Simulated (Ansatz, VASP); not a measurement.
## KBr in VASP and in Ansatz

Contents of INCAR:

```
SYSTEM = KBr
  ALGO = Normal
  EDIFF = 1E-6
  ENCUT = 500
  GGA = RE
  GGA_COMPAT = .FALSE.
  ISIF = 2
  ISMEAR = 1
  LASPH = .TRUE.
  LCHARG = .FALSE.
  LREAL = .FALSE.
  LWAVE = .FALSE.
  NBANDS = 15
  NELM = 120
  PREC = Accurate
  SIGMA = 0.02
```

KPOINTS

```
k-points
0
G
  4 4 4
  0 0 0
```

POSCAR

```
KBr
1.0
    4.0769178626      0.0000000000      0.0000000000
    0.0000000000      4.0769178626      0.0000000000
    0.0000000000      0.0000000000      4.0769178626
K Br
1 1
Direct
    0.0000000000      0.0000000000      0.0000000000
    0.5000000000      0.5000000000      0.5000000000
```

Input for Ansatz:

```yaml
crystal:
  lattice:
    - [4.076917862607365, 0.0, 0.0]
    - [0.0, 4.076917862607365, 0.0]
    - [0.0, 0.0, 4.076917862607365]
  atoms:
    - { symbol: K, position: [0.0, 0.0, 0.0] }
    - { symbol: Br, position: [0.5, 0.5, 0.5] }
basis:
  ecutwfc: 530.0
  ecutrho_ratio: 8
kpoints:
  mp_grid:
    grid: [4, 4, 4]
hamiltonian:
  xc: revpbe
  pseudopotentials:
    kind: paw
scf:
  max_iter: 80
  n_extra_bands: 16
  occupations:
    method: methfessel_paxton
    width: 0.02
output:
  stress: true
```

Alike in both runs: task single point; functional revPBE; k mesh 4 × 4 × 4; occupations methfessel-paxton of order 1, width 0.02 eV; no spin polarisation.

|  | VASP | Ansatz |
| --- | --- | --- |
| version | VASP 6.6.1 | Ansatz 0.2.0 |
| potentials or method | VASP PAW PBE potentials, release 64 (K_sv, Br), cutoff 500 eV | plane waves, PAW |
| valence electrons in the cell | 16 | 16 |

```csv
,VASP,Ansatz,Ansatz less VASP
pressure (GPa),0.8,0.8,-0.02
```

VASP's potentials were made for PBE, not for revPBE. With one functional, cell and mesh, what is left measures potentials, basis and numerics.
